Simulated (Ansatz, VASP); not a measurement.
## One calculation of Ge, two programs

```xyz
2
Lattice="-2.5199 2.5218 1.4097 2.5191 -2.5214 1.4117 2.5193 2.5209 -1.4097" Properties=species:S:1:pos:R:3 pbc="T T T"
Ge    2.5189   -0.0001    0.7042
Ge   -0.0003    0.0002    1.4129
```

Change from the starting cell: all atoms moved at random, sigma 0.02 Å a component, cell strained at random, sigma 0.03; relaxed back.

Alike in both runs: functional LDA; k mesh 14 × 14 × 14; occupations gaussian, width 0.15 eV; no spin polarisation.

Ansatz relaxed the structure, and its values are those at the end. VASP's run is a single point on that final structure, the one shown.

|  | VASP | Ansatz |
| --- | --- | --- |
| version | VASP 6.6.1 | Ansatz 0.2.0 |
| potentials or method | VASP PAW LDA potentials, release 64 (Ge_d), cutoff 520 eV | scalar-relativistic, plane waves, PAW |
| valence electrons in the cell | 28 | 28 |

|  | VASP | Ansatz | Ansatz less VASP |
| --- | --- | --- | --- |
| gap on the k mesh at the Fermi level (eV) | none | none | - |
| pressure (GPa) | 0.0 | 0.0 | -0.03 |

LDA's correlation is that of Perdew and Zunger in VASP and of Perdew and Wang (1992) in Ansatz. A gap of «none» marks a metal or a gap that the smearing closes.
